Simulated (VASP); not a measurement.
A run of VASP 6.6.1 is set up as follows.

INCAR

```
PREC = Accurate
ENCUT = 600
EDIFF = 1E-7
ISMEAR = 0
SIGMA = 0.1
LREAL = False
LASPH = True
NELM = 100
ALGO = Fast
ISIF = 3
LWAVE = False
LCHARG = False
GGA = PE
IBRION = 2
NSW = 100
EDIFFG = -0.01
```

File KPOINTS:

```
regular mesh
0
Gamma
  8 8 4
```

POSCAR

```
GaSbTe4
1.0
    5.8016982660      0.0000000000      0.0000000000
    0.0000000000      5.8016982660      0.0000000000
    0.0000000000      0.0000000000     11.1283312283
Ga Sb Te
1 1 4
Direct
    0.0000000000      0.0000000000      0.0000000000
    0.0000000000      0.0000000000      0.5000000000
    0.5000000000      0.0000000000      0.5000000000
    0.0000000000      0.5000000000      0.5000000000
    0.0000000000      0.0000000000      0.2219740490
    0.0000000000      0.0000000000      0.7780259510
```

Potentials or basis: VASP PAW PBE potentials, release 64 (Ga_d, Sb, Te).

Command:

```sh
$ cat potpaw_PBE.64/Ga_d/POTCAR potpaw_PBE.64/Sb/POTCAR potpaw_PBE.64/Te/POTCAR > POTCAR
$ mpirun -np 1 vasp_std > vasp.out
```

(1) Predict the relaxed volume.

(2) What does it give for the relaxed cell?

(3) What does it give for the band gap on the k mesh?

## Answers

(1) 62.39 Å³/atom.

(2) a = 5.774 Å, b = 5.774 Å, c = 11.230 Å, α = 90.00°, β = 90.00°, γ = 90.00°.

(3) zero (bands 21 and 22 overlap by 0.70 eV).

Caveat: spin-orbit coupling is left out, which moves the levels of the heavy elements.
